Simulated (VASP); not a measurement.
Wanted: the native input for a VASP 6.6.1 run.

```
Task                   : single point
Functional             : PBEsol
Potentials or basis    : VASP PAW PBE potentials, release 64 (B, C, P)
Cutoff                 : 520 eV
k mesh                 : 2 × 2 × 2, shifted
Occupations            : fermi-dirac, width 0.05 eV
Spin                   : collinear spin
Starting moments       : [0.0, 0.0, 0.0, 0.0, 0.0, 0.0, 0.286, 0.286, 0.286, 0.286, 0.286, 0.0, 0.286, 0.0, 0.286] μB
Dipole correction      : no
Further INCAR settings : ALGO = Normal; EDIFF = 1e-06; NBANDS = 48
```

The structure of B6P8C (a cell with a defect) lies in POSCAR:

```
B6P8C
1.0
    0.0000000000      4.5201890000      4.5201890000
    4.5201890000      0.0000000000      4.5201890000
    4.5201890000      4.5201890000      0.0000000000
B C P
6 1 8
Direct
    0.0033000000      0.9928090000      0.0018630000
    0.4972290000      0.5005440000      0.9977390000
    0.0017410000      0.4976230000      0.0020810000
    0.4971640000      0.9988070000      0.5010990000
    0.5024110000      0.0046670000      0.9997730000
    0.9966600000      0.4979870000      0.5046820000
    0.4972320000      0.5025500000      0.4981540000
    0.1211150000      0.1286920000      0.1267400000
    0.6256910000      0.6265040000      0.6207270000
    0.1309550000      0.1263920000      0.6250070000
    0.6241100000      0.6242690000      0.1291140000
    0.1262030000      0.6254900000      0.1271690000
    0.6255460000      0.1229180000      0.6210450000
    0.6167070000      0.1312270000      0.1306470000
    0.1168470000      0.6274960000      0.6316200000
```

These files were run (other wordings do the same):

INCAR

```
PREC = Accurate ; ENCUT = 520
EDIFF = 1E-6 ; ISMEAR = -1
SIGMA = 0.05 ; LREAL = F
LASPH = T ; NELM = 200
ALGO = Normal ; ISIF = 2
LWAVE = F ; LCHARG = F
ISPIN = 2 ; MAGMOM = 0 0 0 0 0 0 0.286 0.286 0.286 0.286 0.286 0 0.286 0 0.286
LORBIT = 11 ; GGA = PS
NBANDS = 48 ; GGA_COMPAT = F
```

KPOINTS

```
Automatic mesh
0
Gamma
  2 2 2
  0.5 0.5 0.5
```

Potentials or basis: VASP PAW PBE potentials, release 64 (B, C, P).

Run with:

```sh
$ cat potpaw_PBE.64/B/POTCAR potpaw_PBE.64/C/POTCAR potpaw_PBE.64/P/POTCAR > POTCAR
$ mpirun -np 1 vasp_std > vasp.out
```

Results of the run:

| Item | Value |
| --- | --- |
| Pressure | -4.5 GPa |
| Largest force | 1.417 eV/Å |
| Band gap on the k mesh | zero (filled and empty bands overlap) |
| Net moment | 0.00 μB per cell |
| Valence electrons inside the program's atomic spheres | B 1.91, 1.95, 1.98, 1.90, 1.94 (each value once); C 2.31; P 2.49, 2.51, 2.57, 2.46 (each value once) |

Caveat: the k points lie up to 0.60 Å⁻¹ apart; the PAW data sets were made with another functional, which shifts forces and pressure a little.

Wall time 5 min on 1 thread of Intel(R) Xeon(R) Platinum 8488C (Sapphire Rapids) (shared host), peak memory 0.51 GiB.
